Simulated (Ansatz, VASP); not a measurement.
**Two plane-wave programs on Ni**

```
Ni
1.0
     0.00000    1.75979    1.75979
     1.75979    0.00000    1.75979
     1.75979    1.75979    0.00000
Ni
1
Direct
  0.00000 0.00000 0.00000
```

Alike in both runs: functional PBE; k mesh 10 × 10 × 10; occupations gaussian, width 0.1 eV; collinear spin.

Ansatz relaxed the structure, and its values are those at the end. VASP's run is a single point on that final structure, the one shown.

```csv
,VASP,Ansatz
version,VASP 6.6.1,Ansatz 0.2.0
potentials or method,"VASP PAW PBE potentials, release 64 (Ni), cutoff 600 eV","scalar-relativistic, plane waves, PAW"
valence electrons in the cell,10,18
```

```csv
,VASP,Ansatz,Ansatz less VASP
gap on the k mesh at the Fermi level (eV),none,none,-
pressure (GPa),0.2,0.4,+0.15
net moment per atom (μB),0.72,0.73,+0.013
size of the moment on the site where the two differ most (μB),0.73,0.77,+0.039
```

Site moments also hang on the region over which each program counts them. A gap of «none» marks a metal or a gap that the smearing closes. VASP's potentials hold 10 valence electrons a cell and Ansatz's 18, so a difference there can come from the potentials and not from the codes.
